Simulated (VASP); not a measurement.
A run of VASP 6.6.1 is set up as follows.

The input INCAR:

```
SYSTEM = KI2
  ALGO = Normal
  EDIFF = 1E-7
  ENCUT = 520
  GGA = PE
  ISIF = 2
  ISMEAR = 0
  LASPH = .True.
  LCHARG = .False.
  LREAL = .False.
  LWAVE = .False.
  NBANDS = 18
  NELM = 80
  PREC = Accurate
  SIGMA = 0.1
```

KPOINTS

```
k-points
0
Gamma
  10 10 10
  0 0 0
```

File POSCAR:

```
KI2
1.0
    0.0000000000      4.1490560815      4.1490560815
    4.1490560815      0.0000000000      4.1490560815
    4.1490560815      4.1490560815      0.0000000000
K I
1 2
Direct
    0.0000000000      0.0000000000      0.0000000000
    0.7500000000      0.7500000000      0.7500000000
    0.2500000000      0.2500000000      0.2500000000
```

Potentials or basis: VASP PAW PBE potentials, release 64 (K_sv, I).

The run is started by

```sh
$ cat potpaw_PBE.64/K_sv/POTCAR potpaw_PBE.64/I/POTCAR > POTCAR
$ mpirun -np 1 vasp_std > vasp.out
```

Question: Estimate the pressure.

Answer: 0.0 GPa.

Caveat: an odd number of electrons without spin polarisation forces a metal; a magnetic or distorted state may lie lower.
